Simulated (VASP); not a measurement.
Here is a VASP 6.6.1 calculation.

Contents of INCAR:

```
ALGO = Fast
EDIFF = 1E-6
ENCUT = 520
ISIF = 2
ISMEAR = 0
LASPH = T
LCHARG = T
LELF = T
LREAL = F
LVHAR = T
LWAVE = F
NBANDS = 13
NELM = 100
PREC = Accurate
SIGMA = 0.15
```

File KPOINTS:

```
k-points
0
Gamma
  20 20 20
```

Contents of POSCAR:

```
W
1.0
    0.0000000000      1.9864787842      2.2844506018
    1.9864787842      0.0000000000      2.2844506018
    1.9864787842      1.9864787842      0.0000000000
W
1
Direct
    0.0000000000      0.0000000000      0.0000000000
```

Potentials or basis: VASP PAW LDA potentials, release 64 (W_sv).

Run with:

```console
$ cat potpaw_LDA.64/W_sv/POTCAR > POTCAR
$ mpirun -np 1 vasp_std > vasp.out
```

(1) What does it give for the band gap on the k mesh?

(2) What does it give for the pressure?

## Answers

(1) zero (bands 7 and 8 overlap by 3.81 eV).

(2) -31.8 GPa.

Caveat: the cell differs from its parent crystal (engineering shear strain xz +0.0000, normal strain along z +0.1500); the stress differs along the axes, from -34 to -27 GPa; spin-orbit coupling is left out, which moves the levels of the heavy elements.
